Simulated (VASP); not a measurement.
# Cu (I4/mmm) in VASP: notebook, part 2 of 2

VASP 6.6.1.

## 3. Single point, PBE0

This run uses another cell than the first one, of 10.77 Å³/atom, 0.940 times its volume.

POSCAR

```
Cu
1.0
   -1.4133402940      1.4133402940      1.3479902729
    1.4133402940     -1.4133402940      1.3479902729
    1.4133402940      1.4133402940     -1.3479902729
Cu
1
Direct
    0.0000000000      0.0000000000      0.0000000000
```

INCAR.step1

```
PREC = Accurate
ENCUT = 520
EDIFF = 1E-5
ISMEAR = -1
SIGMA = 0.05
LREAL = F
LASPH = T
NELM = 60
ALGO = Normal
ISIF = 2
LWAVE = T
LCHARG = F
NBANDS = 12
GGA = PE
```

INCAR.step2

```
PREC = Accurate
ENCUT = 520
EDIFF = 1E-6
ISMEAR = -1
SIGMA = 0.05
LREAL = F
LASPH = T
NELM = 60
ALGO = Normal
ISIF = 2
LWAVE = F
LCHARG = F
GGA = PE
LHFCALC = T
AEXX = 0.25
PRECFOCK = Normal
NBANDS = 12
ISTART = 1
```

KPOINTS

```
Automatic mesh
0
Gamma
  6 6 6
```

Potentials or basis: VASP PAW PBE potentials, release 64 (Cu).

Started as:

```console
$ cat potpaw_PBE.64/Cu/POTCAR > POTCAR
$ cp INCAR.step1 INCAR
$ mpirun -np 1 vasp_std > vasp.out
$ cp INCAR.step2 INCAR
$ mpirun -np 1 vasp_std > vasp.out
```

OUTCAR:

```text
PREC = Accurate
   ENCUT = 520
   EDIFF = 1E-6
   ISMEAR = -1
   LREAL = F
   LASPH = T
   NELM = 60
   ISIF = 2
   GGA = PE
   LHFCALC = T
   AEXX = 0.25
   PRECFOCK = Normal
   ISTART = 1

 ion  position               nearest neighbor table
   1  0.000  0.000  0.000-

  LATTYP: Found a body centered tetragonal cell.
 ALAT       =     2.8266805880
 C/A-ratio  =     0.9537620052

  Lattice vectors:

 A1 = (  -1.4133402940,   1.4133402940,   1.3479902729)
 A2 = (   1.4133402940,  -1.4133402940,   1.3479902729)
 A3 = (   1.4133402940,   1.4133402940,  -1.3479902729)

Analysis of symmetry for initial positions (statically):
=====================================================================
 Subroutine PRICEL returns:
 Original cell was already a primitive cell.

 Routine SETGRP: Setting up the symmetry group for a
 body centered tetragonal supercell.

 Subroutine GETGRP returns: Found 16 space group operations
 (whereof 16 operations were pure point group operations)
 out of a pool of 16 trial point group operations.

The static configuration has the point symmetry D_4h.

Analysis of symmetry for dynamics (positions and initial velocities):
=====================================================================
 Subroutine PRICEL returns:
 Original cell was already a primitive cell.

 Routine SETGRP: Setting up the symmetry group for a
 body centered tetragonal supercell.

 Subroutine GETGRP returns: Found 16 space group operations
 (whereof 16 operations were pure point group operations)
 out of a pool of 16 trial point group operations.

The dynamic configuration has the point symmetry D_4h.

 Subroutine INISYM returns: Found 16 space group operations
 (whereof 16 operations are pure point group operations),
 and found     1 'primitive' translations

----------------------------------------------------------------------------------------
[... 124 lines left out ...]
   HFSCREEN=    0.0000 screening length (either q_TF or 0.3 A-1)
   HFSCREENC=   0.0000 screening length for correlation (either q_TF or 0.3 A-1)
   ENCUTFOCK=  -1.0 apply spherical cutoff to Coloumb kernel
   IVDW    =     0    specifies the selected vdW correction
   LEPSILON=     F    determine dielectric tensor
   LRPA    =     F    only Hartree local field effects (RPA)
 non-spin polarized calculation
  energy-cutoff  :      520.00
  volume of cell :       10.77
 maximum number of plane-waves:       313
 NGX is ok and might be reduce to    18
  NGX = 14; NGY = 14; NGZ = 14

 number of electron      11.0000008 magnetization

 Free energy of the ion-electron system (eV)
  ---------------------------------------------------
  ext. energy  EPLUGINS =         0.00000000
  ---------------------------------------------------
  free energy    TOTEN  =        -3.68830484 eV

  energy without entropy =       -3.68654270  energy(sigma->0) =       -3.68742377

 E-fermi :   8.2044     XC(G=0): -10.3349

 val. band max:        8.0682681889   @ k =   0.5000   0.3333  -0.0000
 cond. band min:       8.9165365666   @ k =   0.5000   0.1667  -0.0000
 fundamental gap:      0.8482683777
 Fermi energy:         8.2044270428

 k-point     1 :       0.0000    0.0000    0.0000
  band No.  band energies     occupation
      1      -3.0480      2.00000
      2       3.0743      2.00000
      3       3.2791      2.00000
      4       3.2791      2.00000
      5       4.2481      2.00000
      6       4.4745      2.00000
      7      35.7038      0.00000
      8      35.7038      0.00000
      9      36.9821      0.00000
     10      40.3945      0.00000
     11      41.3823      0.00000
     12      41.3826      0.00000
[... 331 lines left out ...]
 k-point    24 :      -0.1667   -0.3333    0.1667
  band No.  band energies     occupation
      1       1.4981      2.00000
      2       2.9628      2.00000
      3       3.0007      2.00000
      4       3.9661      2.00000
      5       4.7537      2.00000
      6       6.5752      2.00000
      7      21.0723      0.00000
      8      26.1702      0.00000
      9      27.7081      0.00000
     10      33.1127      0.00000
     11      38.8147      0.00000
     12      41.1318      0.00000

 [... further k-points ...]

------------------------ aborting loop because EDIFF is reached ----------------------------------------

  FORCE on cell =-STRESS in cart. coord.  units (eV):
  Direction    XX          YY          ZZ          XY          YZ          ZX
  --------------------------------------------------------------------------------------
  -------------------------------------------------------------------------------------
  Total        1.3470567      1.3470567      1.0966946      0.0000000      0.0000000      0.0000000
  in kB      200.3808567    200.3808567    163.1383441      0.0000000      0.0000000      0.0000000
  external PRESSURE =     187.9666858 kB  Pullay stress =       0.0000000 kB

 VOLUME and BASIS-vectors are now :
 -----------------------------------------------------------------------------
  energy-cutoff  :      520.00
  volume of cell :       10.77
      direct lattice vectors                 reciprocal lattice vectors
    -1.413340294  1.413340294  1.347990273     0.000000000  0.353771843  0.370922558
     1.413340294 -1.413340294  1.347990273     0.353771843  0.000000000  0.370922558
     1.413340294  1.413340294 -1.347990273     0.353771843  0.353771843  0.000000000

 POSITION                                       TOTAL-FORCE (eV/Angst)
 -----------------------------------------------------------------------------------
      0.00000      0.00000      0.00000         0.000000      0.000000     -0.000000
 -----------------------------------------------------------------------------------
    total drift:                               -0.000000      0.000000      0.000000

  FREE ENERGIE OF THE ION-ELECTRON SYSTEM (eV)
  ---------------------------------------------------
  free  energy   TOTEN  =        -3.6883048380 eV

  energy  without entropy=       -3.6865427006  energy(sigma->0) =       -3.68742377
```

OUTCAR.step1:

```text
PREC = Accurate
   ENCUT = 520
   EDIFF = 1E-5
   ISMEAR = -1
   LREAL = F
[... 577 lines left out ...]

 POSITION                                       TOTAL-FORCE (eV/Angst)
 -----------------------------------------------------------------------------------
      0.00000      0.00000      0.00000         0.000000     -0.000000      0.000000
 -----------------------------------------------------------------------------------
    total drift:                                0.000000      0.000000      0.000000

  FREE ENERGIE OF THE ION-ELECTRON SYSTEM (eV)
  ---------------------------------------------------
  free  energy   TOTEN  =        -3.5500381462 eV

  energy  without entropy=       -3.5387893287  energy(sigma->0) =       -3.54441374
```

Run time: 4 min. Hardware: 1 thread of Intel Xeon 6975P-C (Granite Rapids), shared host; peak memory 0.12 GiB.

What came out:

```
Free energy : -3.6883 eV
Pressure    : 18.8 GPa
```

Stress tensor (GPa, compression positive):
```
20.04  0.00  0.00
 0.00 20.04  0.00
 0.00  0.00 16.31
```

Caveat: the k points lie up to 0.54 Å⁻¹ apart; the PAW data sets were made with another functional, which shifts forces and pressure a little.

## 4. Single point, PBE0

This run uses another cell than the first one, of 11.00 Å³/atom, 0.960 times its volume.

POSCAR

```
Cu
1.0
   -1.4232937226      1.4232937226      1.3574834749
    1.4232937226     -1.4232937226      1.3574834749
    1.4232937226      1.4232937226     -1.3574834749
Cu
1
Direct
    0.0000000000      0.0000000000      0.0000000000
```

INCAR.step1

```
SYSTEM = Cu
  ALGO = Normal
  EDIFF = 1E-5
  ENCUT = 520
  GGA = PE
  ISIF = 2
  ISMEAR = -1
  LASPH = .True.
  LCHARG = .False.
  LREAL = .False.
  LWAVE = .True.
  NBANDS = 12
  NELM = 80
  PREC = Accurate
  SIGMA = 0.05
```

INCAR.step2

```
SYSTEM = Cu
  AEXX = 0.25
  ALGO = Normal
  EDIFF = 1E-6
  ENCUT = 520
  GGA = PE
  ISIF = 2
  ISMEAR = -1
  ISTART = 1
  LASPH = .True.
  LCHARG = .False.
  LHFCALC = .True.
  LREAL = .False.
  LWAVE = .False.
  NBANDS = 12
  NELM = 80
  PREC = Accurate
  PRECFOCK = Normal
  SIGMA = 0.05
```

KPOINTS

```
k-points
0
Gamma
  6 6 6
  0 0 0
```

Started as:

```console
$ cat potpaw_PBE.64/Cu/POTCAR > POTCAR
$ cp INCAR.step1 INCAR
$ mpirun -np 1 vasp_std > vasp.out
$ cp INCAR.step2 INCAR
$ mpirun -np 1 vasp_std > vasp.out
```

Wall time 3.8 min (1 thread of Intel Xeon 6975P-C (Granite Rapids), shared host); peak memory 0.12 GiB.

The run converged. Its results:

| Quantity | Value |
| --- | --- |
| Free energy | -3.7129 eV |
| Pressure | 14.4 GPa |

Stress tensor (GPa, compression positive):
```
15.60  0.00  0.00
 0.00 15.60  0.00
 0.00  0.00 11.88
```

Levels at points of the mesh, in eV from the Fermi level:
| k point | band 3 | band 4 | band 5 | band 6 | band 7 | band 8 | band 9 | band 10 |
| --- | --- | --- | --- | --- | --- | --- | --- | --- |
| (0.00, 0.00, 0.00) | -4.84 | -4.84 | -3.91 | -3.69 | 27.28 | 27.28 | 28.55 | 31.84 |
| (0.50, 0.00, 0.00) | -3.77 | -3.46 | -2.63 | -0.54 | 6.48 | 19.65 | 20.29 | 24.17 |
| (0.50, 0.50, 0.00) | -3.93 | -3.66 | -2.77 | -1.17 | 5.84 | 20.92 | 21.82 | 25.37 |
| (0.50, 0.50, 0.50) | -2.97 | -2.97 | -2.87 | 9.67 | 9.67 | 11.67 | 15.53 | 16.36 |

Caveat: the k points lie up to 0.53 Å⁻¹ apart; the PAW data sets were made with another functional, which shifts forces and pressure a little.

## 5. Single point, PBE0

This run uses another cell than the first one, of 11.23 Å³/atom, 0.980 times its volume.

POSCAR

```
Cu
1.0
   -1.4331098516      1.4331098516      1.3668457257
    1.4331098516     -1.4331098516      1.3668457257
    1.4331098516      1.4331098516     -1.3668457257
Cu
1
Direct
    0.0000000000      0.0000000000      0.0000000000
```

INCAR.step1

```
SYSTEM = Cu
  PREC = Accurate
  ENCUT = 520
  EDIFF = 1E-5
  ISMEAR = -1
  SIGMA = 0.05
  LREAL = .False.
  LASPH = .True.
  NELM = 60
  ALGO = Normal
  ISIF = 2
  LWAVE = .True.
  NBANDS = 12
  GGA = PE
```

INCAR.step2

```
SYSTEM = Cu
  PREC = Accurate
  ENCUT = 520
  EDIFF = 1E-6
  ISMEAR = -1
  SIGMA = 0.05
  LREAL = .False.
  LASPH = .True.
  NELM = 60
  ALGO = Normal
  ISIF = 2
  LWAVE = .False.
  LCHARG = .True.
  GGA = PE
  LHFCALC = .True.
  AEXX = 0.25
  PRECFOCK = Normal
  LELF = .True.
  LVHAR = .True.
  NBANDS = 12
  ISTART = 1
```

KPOINTS

```
regular mesh
0
Gamma
  6 6 6
  0 0 0
```

Started as:

```console
$ cat potpaw_PBE.64/Cu/POTCAR > POTCAR
$ cp INCAR.step1 INCAR
$ mpirun -np 1 vasp_std > vasp.out
$ cp INCAR.step2 INCAR
$ mpirun -np 1 vasp_std > vasp.out
```

Wall time 3.7 min (1 thread of Intel Xeon 6975P-C (Granite Rapids), shared host); peak memory 0.12 GiB.

It converged, with:

```
Free energy : -3.7315 eV
Pressure    : 10.4 GPa
```

Stress tensor (GPa, compression positive):
```
11.65  0.00  0.00
 0.00 11.65  0.00
 0.00  0.00  7.95
```

Levels at points of the mesh, in eV from the Fermi level:
```tsv
k point	band 4	band 5	band 6	band 7	band 8	band 9
(0.00, 0.00, 0.00)	-4.77	-3.86	-3.65	27.07	27.07	28.32
(0.50, 0.00, 0.00)	-3.43	-2.62	-0.48	6.35	19.48	20.01
(0.50, 0.50, 0.00)	-3.62	-2.76	-1.10	5.72	20.73	21.52
(0.50, 0.50, 0.50)	-2.95	-2.86	9.57	9.57	11.55	15.35
```

Caveat: the k points lie up to 0.53 Å⁻¹ apart; the PAW data sets were made with another functional, which shifts forces and pressure a little.

## 6. Overview

| level | spin | cell | k mesh | smearing | grid for exact exchange (PRECFOCK) | gap on the mesh (eV) | pressure (GPa) |
| --- | --- | --- | --- | --- | --- | --- | --- |
| RPBE | non-collinear, typed start, SOC | a = 2.461 Å, angles 108.2, 108.2, 112.0°, 1 atom | 13 × 13 × 13 | gaussian 0.01 eV | - | - | 13.0 |
| PBE0 | off | a = 2.411 Å, angles 108.2, 108.2, 112.0°, 1 atom | 6 × 6 × 6 | fermi-dirac 0.05 eV | Normal | none | 18.8 |
| PBE0 | off | a = 2.428 Å, angles 108.2, 108.2, 112.0°, 1 atom | 6 × 6 × 6 | fermi-dirac 0.05 eV | Normal | none | 14.4 |
| PBE0 | off | a = 2.445 Å, angles 108.2, 108.2, 112.0°, 1 atom | 6 × 6 × 6 | fermi-dirac 0.05 eV | Normal | none | 10.4 |

Alike in all rows: task single point; potentials or basis VASP PAW PBE potentials, release 64 (Cu); cutoff (eV) 520.

Caveats: some runs use coarse meshes; the PAW data sets were made with another functional, which shifts forces and pressure a little.

Absolute energies hang on the potentials; compare differences alone.
